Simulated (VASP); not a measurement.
Wanted: the native input for a VASP 6.6.1 run.

| Quantity | Value |
| --- | --- |
| Task | single point |
| Functional | PBEsol |
| Potentials or basis | VASP PAW PBE potentials, release 64 (Ag) |
| Cutoff | 400 eV |
| k mesh | 9 × 9 × 1 |
| Occupations | methfessel-paxton, width 0.1 eV |
| Spin | no spin polarisation |
| Dipole correction | yes |
| Further INCAR settings | ALGO = Normal; EDIFF = 1e-06; NBANDS = 78; NELMDL = -8 |

The structure of Ag lies in POSCAR:

```
Ag
1.0
    0.0000000286      5.4397750101      0.0000000000
   -4.7109833639     -2.7198874803      0.0000000000
    0.0000000000      0.0000000000     25.0021830560
Ag
12
Direct
    0.0000000000      0.0000000000      0.2799755519
    1.0000000000      0.5000000000      0.2799755519
    0.5000000000      1.0000000000      0.2799755519
    0.5000000000      0.5000000000      0.2799755519
    0.3330409708      0.1659622709      0.3799832770
    0.3329213001      0.6669590292      0.3799832770
    0.8333333333      0.1666666667      0.3784514927
    0.8340377291      0.6670786999      0.3799832770
    0.6675693293      0.3340380149      0.4776489748
    0.6659619851      0.8335313144      0.4776489748
    0.1664686856      0.3324306707      0.4776489748
    0.1666666667      0.8333333333      0.4825779873
```

One way to write it, as run:

INCAR

```
SYSTEM = Ag
PREC = Accurate
ENCUT = 400
EDIFF = 1E-6
ISMEAR = 1
SIGMA = 0.1
LREAL = .False.
LASPH = .True.
NELM = 120
ALGO = Normal
ISIF = 2
LWAVE = .False.
LCHARG = .False.
LDIPOL = .True.
IDIPOL = 3
DIPOL = 0.5 0.5 0.379
GGA = PS
NBANDS = 78
GGA_COMPAT = .False.
NELMDL = -8
```

KPOINTS

```
regular mesh
0
Gamma
  9 9 1
  0 0 0
```

Potentials or basis: VASP PAW PBE potentials, release 64 (Ag).

Run with:

```bash
$ cat potpaw_PBE.64/Ag/POTCAR > POTCAR
$ mpirun -np 1 vasp_std > vasp.out
```

Results of the run:

* Largest force: 0.078 eV/Å
* Band gap on the k mesh: zero (bands 66 and 67 overlap by 1.02 eV)

Caveat: the PAW data sets were made with another functional, which shifts forces and pressure a little.

Run time: 10 min on 1 thread of Intel(R) Xeon(R) 6975P-C (Granite Rapids), with other jobs on the host, peak memory 0.69 GiB.
